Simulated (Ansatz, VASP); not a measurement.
Mg2O in VASP and in Ansatz

```
CELL_PARAMETERS angstrom
5.15870 0.00000 0.00000
0.00000 6.16168 0.00000
0.00000 0.00000 5.38508
ATOMIC_POSITIONS crystal
Mg 0.24804 0.12331 0.91402
Mg 0.75196 0.12331 0.58598
Mg 0.24804 0.87669 0.41402
Mg 0.75196 0.87669 0.08598
Mg 0.74804 0.62331 0.58598
Mg 0.25196 0.62331 0.91402
Mg 0.25196 0.37669 0.41402
Mg 0.74804 0.37669 0.08598
O 0.00000 0.11573 0.25000
O 0.00000 0.88427 0.75000
O 0.50000 0.61573 0.25000
O 0.50000 0.38427 0.75000
```

Alike in both runs: functional PBE; k mesh 3 × 3 × 3; occupations gaussian, width 0.2 eV; no spin polarisation.

Ansatz relaxed the structure, and its values are those at the end. VASP's run is a single point on that final structure, the one shown.

|  | VASP | Ansatz |
| --- | --- | --- |
| version | VASP 6.6.1 | Ansatz 0.2.0 |
| potentials or method | VASP PAW PBE potentials, release 64 (Mg, O), cutoff 600 eV | scalar-relativistic, plane waves, PAW |
| valence electrons in the cell | 40 | 104 |

Ansatz gave:

- gap on the k mesh at the Fermi level (eV): none
- pressure (GPa): 0.3
- rms of the force components (eV/Å): 0.024

Problem. What did VASP give for the same quantities?

Solution. gap on the k mesh at the Fermi level (eV): none; pressure (GPa): -0.2; rms of the force components (eV/Å): 0.023.

A gap of «none» marks a metal or a gap that the smearing closes. VASP's potentials hold 40 valence electrons a cell and Ansatz's 104, so a difference there can come from the potentials and not from the codes.

The k mesh is coarse, so the values compare programs but aren't converged.
